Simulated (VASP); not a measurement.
# HfC (F-43m) in VASP: notebook, part 3 of 3

VASP 6.6.1.

**4. Relaxation of cell and atoms, PBE**

This run uses another cell than the first one, of 18.24 Å³/atom, 1.137 times its volume.

Input file INCAR:

```
SYSTEM = HfC
  ALGO = Normal
  EDIFF = 1E-6
  EDIFFG = -0.04
  ENCUT = 600
  GGA = PE
  IBRION = 2
  ISIF = 3
  ISMEAR = 0
  LASPH = .TRUE.
  LCHARG = .FALSE.
  LREAL = .FALSE.
  LWAVE = .FALSE.
  NELM = 80
  NSW = 90
  PREC = Accurate
  SIGMA = 0.1
```

Input file KPOINTS:

```
k-points
0
G
  6 6 6
  0 0 0
```

Input file POSCAR:

```
HfC
1.0
    0.0000000000      2.6324880000      2.6324880000
    2.6324880000      0.0000000000      2.6324880000
    2.6324880000      2.6324880000      0.0000000000
Hf C
1 1
Direct
    0.0000000000      0.0000000000      0.0000000000
    0.2500000000      0.2500000000      0.2500000000
```

Launch:

```console
$ cat potpaw_PBE.64/Hf_pv/POTCAR potpaw_PBE.64/C/POTCAR > POTCAR
$ mpirun -np 1 vasp_std > vasp.out
```

It took 19 s on 1 thread of Intel Xeon 6975P-C (Granite Rapids), shared host; peak memory 0.18 GiB.

It converged, with:

```
Free energy                            : -19.7627 eV
Relaxed volume                         : 15.99 Å³/atom
Relaxed cell                           : a = 3.563 Å, b = 3.563 Å, c = 3.563 Å, α = 60.00°, β = 60.00°, γ = 60.00°
Space group after relaxing (to 0.05 Å) : F-43m (No. 216)
Energy gained by relaxing              : 127.7 meV/atom
Ionic steps                            : 4
Pressure after relaxing                : -0.1 GPa
Band gap on the k mesh                 : 0.35 eV, direct
```

Step by step:
| step | energy change (eV) | largest force (eV/Å) | pressure (GPa) | volume (Å³) |
| --- | --- | --- | --- | --- |
| 1 | 0.0000 | 0.0000 | -16.30 | 36.49 |
| 2 | 0.1221 | 0.0000 | 30.59 | 27.53 |
| 3 | -0.2552 | 0.0000 | -0.62 | 32.10 |
| 4 | -0.2554 | 0.0000 | -0.07 | 31.99 |

Final structure:
```
Hf C
1.0
     0.00000    2.51952    2.51952
     2.51952    0.00000    2.51952
     2.51952    2.51952    0.00000
Hf C
1 1
Cartesian
  5.0390 2.5195 2.5195
  1.2598 1.2598 1.2598
```

Levels at points of the mesh, in eV from the valence-band top:
```
           k point  band 5  band 6  band 7  band 8  band 9  band 10
(0.00, 0.00, 0.00)   -2.25   -2.25   -2.25    3.27    3.62     3.62
(0.50, 0.00, 0.00)   -2.96   -1.65   -1.65    3.93    4.37     4.37
(0.50, 0.50, 0.00)   -4.10   -0.05   -0.05    0.50    4.42     5.28
```

Caveat: spin-orbit coupling is left out, which moves the levels of the heavy elements. A k mesh can miss the band edges.

**5. Single point, PBE**

Input file INCAR:

```
PREC = Accurate ; ENCUT = 520
EDIFF = 1E-6 ; ISMEAR = 0
SIGMA = 0.02 ; LREAL = F
LASPH = T ; NELM = 100
ALGO = Normal ; ISIF = 2
LWAVE = F ; LCHARG = T
GGA = PE ; LELF = T
LVHAR = T ; NBANDS = 14
```

Input file KPOINTS:

```
Automatic mesh
0
Gamma
  12 12 12
```

Input file POSCAR:

```
HfC
1.0
    0.0000000000      2.5222992038      2.5222992038
    2.5222992038      0.0000000000      2.5222992038
    2.5222992038      2.5222992038      0.0000000000
Hf C
1 1
Direct
    0.0000000000      0.0000000000      0.0000000000
    0.7500000000      0.7500000000      0.7500000000
```

Potentials or basis: VASP PAW PBE potentials, release 64 (Hf_pv, C).

Launch:

```console
$ cat potpaw_PBE.64/Hf_pv/POTCAR potpaw_PBE.64/C/POTCAR > POTCAR
$ mpirun -np 1 vasp_std > vasp.out
```

OUTCAR:

```text
PREC = Accurate
   ENCUT = 520
   EDIFF = 1E-6
   ISMEAR = 0
   LREAL = F
   LASPH = T
   NELM = 100
   ISIF = 2
   GGA = PE

 ion  position               nearest neighbor table
   1  0.000  0.000  0.000-   2 2.18   2 2.18   2 2.18   2 2.18
   2  0.750  0.750  0.750-   1 2.18   1 2.18   1 2.18   1 2.18

  LATTYP: Found a face centered cubic cell.
 ALAT       =     5.0445984076

  Lattice vectors:

 A1 = (   0.0000000000,   2.5222992038,   2.5222992038)
 A2 = (   2.5222992038,   0.0000000000,   2.5222992038)
 A3 = (   2.5222992038,   2.5222992038,   0.0000000000)
[... 583 lines left out ...]
      9       7.4302      0.00000
     10       8.1805      0.00000
     11      11.1605      0.00000
     12      11.3390      0.00000
     13      11.7875      0.00000
     14      15.7241      0.00000

 [... further k-points ...]
[... 5 lines left out ...]
  --------------------------------------------------------------------------------------
  -------------------------------------------------------------------------------------
  Total       -0.0817189     -0.0817189     -0.0817189     -0.0000000     -0.0000000     -0.0000000
  in kB       -4.0795595     -4.0795595     -4.0795595     -0.0000000     -0.0000000     -0.0000000
  external PRESSURE =      -4.0795595 kB  Pullay stress =       0.0000000 kB

 VOLUME and BASIS-vectors are now :
 -----------------------------------------------------------------------------
  energy-cutoff  :      520.00
  volume of cell :       32.09
      direct lattice vectors                 reciprocal lattice vectors
     0.000000000  2.522299204  2.522299204    -0.198231835  0.198231835  0.198231835
     2.522299204  0.000000000  2.522299204     0.198231835 -0.198231835  0.198231835
     2.522299204  2.522299204  0.000000000     0.198231835  0.198231835 -0.198231835

 POSITION                                       TOTAL-FORCE (eV/Angst)
 -----------------------------------------------------------------------------------
      0.00000      0.00000      0.00000        -0.000000      0.000000      0.000000
      3.78345      3.78345      3.78345         0.000000     -0.000000     -0.000000
 -----------------------------------------------------------------------------------
    total drift:                               -0.000000     -0.000000     -0.000000

  FREE ENERGIE OF THE ION-ELECTRON SYSTEM (eV)
  ---------------------------------------------------
  free  energy   TOTEN  =       -19.7566605014 eV

  energy  without entropy=      -19.7566605014  energy(sigma->0) =      -19.75666050
```

stdout:

```text
POSCAR found type information on POSCAR HfC
 POSCAR found :  2 types and       2 ions
 scaLAPACK will be used
 LDA part: xc-table for (Slater+PW92), standard interpolation
 POSCAR, INCAR and KPOINTS ok, starting setup
 FFT: planning ... GRIDC
 FFT: planning ... GRID_SOFT
 FFT: planning ... GRID
 WAVECAR not read
 entering main loop
```

Wall time 20 s (1 thread of Intel Xeon 6975P-C (Granite Rapids), shared host); peak memory 0.17 GiB.

Results:

| Property | Result |
| --- | --- |
| Free energy | -19.7567 eV |
| Pressure | -0.4 GPa |
| Band gap on the k mesh | 0.29 eV, direct |

Levels at points of the mesh, in eV from the valence-band top:
| k point | band 3 | band 4 | band 5 | band 6 | band 7 | band 8 | band 9 | band 10 | band 11 | band 12 |
| --- | --- | --- | --- | --- | --- | --- | --- | --- | --- | --- |
| (0.00, 0.00, 0.00) | -29.66 | -10.62 | -2.25 | -2.25 | -2.25 | 3.24 | 3.60 | 3.60 | 9.11 | 9.11 |
| (0.50, 0.00, 0.00) | -29.70 | -8.98 | -2.97 | -1.66 | -1.66 | 3.91 | 4.34 | 4.34 | 6.63 | 7.07 |
| (0.50, 0.50, 0.00) | -29.77 | -8.37 | -4.10 | -0.06 | -0.06 | 0.48 | 4.39 | 5.24 | 5.81 | 5.81 |

Caveat: spin-orbit coupling is left out, which moves the levels of the heavy elements.

**6. Relaxation of cell and atoms, PBE**

Input file INCAR:

```
ALGO = Normal ; EDIFF = 1E-6
EDIFFG = -0.01 ; ENCUT = 600
GGA = PE ; IBRION = 2
ISIF = 3 ; ISMEAR = 0
LASPH = T ; LCHARG = F
LREAL = F ; LWAVE = F
NELM = 60 ; NSW = 100
PREC = Accurate ; SIGMA = 0.02
```

Input file KPOINTS:

```
k-points
0
Gamma
  12 12 12
```

POSCAR is that of step 5.

Potentials or basis: VASP PAW PBE potentials, release 64 (Hf_pv, C).

Launch:

```console
$ cat potpaw_PBE.64/Hf_pv/POTCAR potpaw_PBE.64/C/POTCAR > POTCAR
$ mpirun -np 1 vasp_std > vasp.out
```

Run time: 24 s. Hardware: 1 thread of Intel Xeon 6975P-C (Granite Rapids), shared host; peak memory 0.19 GiB.

It converged, with:

```yaml
Free_energy: -19.7576 eV
Relaxed_volume: 16.00 Å³/atom
Relaxed_cell: a = 3.563 Å, b = 3.563 Å, c = 3.563 Å, α = 60.00°, β = 60.00°, γ = 60.00°
Space_group_after_relaxing_to_0.05_Å: F-43m (No. 216)
Energy_gained_by_relaxing: 0.1 meV/atom
Ionic_steps: 3
Pressure_after_relaxing: 0.0 GPa
Band_gap_on_the_k_mesh: 0.29 eV, direct
```

The path:
```csv
step,energy change (eV),largest force (eV/Å),pressure (GPa),volume (Å³)
1,0.0000,0.0000,-0.46,32.09
2,0.0001,0.0000,0.59,31.88
3,-0.0001,0.0000,-0.02,32.00
```

Final structure:
```yaml
crystal:
  lattice:
    - [0.00000, 2.51973, 2.51973]
    - [2.51973, 0.00000, 2.51973]
    - [2.51973, 2.51973, 0.00000]
  atoms:
    - { symbol: Hf, position: [0.00000, 0.00000, 0.00000] }
    - { symbol: C, position: [0.75000, 0.75000, 0.75000] }
```

Levels at points of the mesh, in eV from the valence-band top:
```tsv
k point	band 3	band 4	band 5	band 6	band 7	band 8	band 9	band 10	band 11
(0.00, 0.00, 0.00)	-29.65	-10.64	-2.26	-2.26	-2.26	3.25	3.60	3.60	9.13
(0.50, 0.00, 0.00)	-29.69	-8.98	-2.97	-1.67	-1.67	3.92	4.35	4.35	6.64
(0.50, 0.50, 0.00)	-29.76	-8.38	-4.12	-0.06	-0.06	0.48	4.41	5.26	5.83
```

Caveat: spin-orbit coupling is left out, which moves the levels of the heavy elements. A k mesh can miss the band edges.

**7. The runs side by side**

| task | cell | k mesh | cutoff (eV) | smearing | gap on the mesh (eV) | pressure (GPa) | relaxed volume (Å³/atom) |
| --- | --- | --- | --- | --- | --- | --- | --- |
| single point | a = 3.567 Å, angles 60.0°, 2 atoms | 6 × 6 × 6 | 520 | gaussian 0.1 eV | 0.36 | -0.5 | - |
| single point | a = 3.723 Å, angles 60.0°, 2 atoms | 6 × 6 × 6 | 520 | gaussian 0.1 eV | 0.52 | -16.3 | - |
| relaxation of cell and atoms | relaxed from a = 3.723 Å, angles 60.0°, 2 atoms | 6 × 6 × 6 | 600 | gaussian 0.1 eV | 0.35 | -0.1 | 15.99 |
| single point | a = 3.567 Å, angles 60.0°, 2 atoms | 12 × 12 × 12 | 520 | gaussian 0.02 eV | 0.29 | -0.4 | - |
| relaxation of cell and atoms | relaxed from a = 3.567 Å, angles 60.0°, 2 atoms | 12 × 12 × 12 | 600 | gaussian 0.02 eV | 0.29 | 0.0 | 16.00 |

Alike in all rows: level PBE; potentials or basis VASP PAW PBE potentials, release 64 (Hf_pv, C); no spin polarisation.

Caveats: spin-orbit coupling is left out, which moves the levels of the heavy elements.

Total energies depend on the potentials used, so only differences within one code and one set of settings carry meaning.
